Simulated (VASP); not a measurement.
ZnS (rocksalt type), 2 atoms in the cell. The structure is cubic, space group Fm-3m (No. 225). The conventional cell has a = 4.610 Å, b = 4.610 Å, c = 4.610 Å, α = 90.00°, β = 90.00°, γ = 90.00°. Zn (site symmetry m-3m) has 6 S at 2.31 Å within 3.0 Å. S (site symmetry m-3m) has 6 Zn at 2.31 Å within 3.0 Å.  This cell differs from its parent crystal: volume scaled by 0.8.

| Item | Value |
| --- | --- |
| Program | VASP 6.6.1 |
| Task | single point |
| Functional | LDA |
| Potentials or basis | VASP PAW LDA potentials, release 64 (Zn, S) |
| Cutoff | 500 eV |
| k mesh | 16 × 16 × 16 |
| Occupations | fermi-dirac, width 0.08 eV |
| Spin | no spin polarisation |
| Dipole correction | no |
| Further INCAR settings | ALGO = Normal; EDIFF = 1e-06; NBANDS = 16 |

Potentials or basis: VASP PAW LDA potentials, release 64 (Zn, S).

Command:

```sh
$ cat potpaw_LDA.64/Zn/POTCAR potpaw_LDA.64/S/POTCAR > POTCAR
$ mpirun -np 1 vasp_std > vasp.out
```

Hardware: 1 thread of Intel Xeon 6975P-C (shared host).

Q: Estimate the wall time of this run.

A: Run time: 23 s on 1 thread of Intel Xeon 6975P-C, with other jobs on the host, peak memory 0.17 GiB. Counts: scf iterations 13, k points 145.
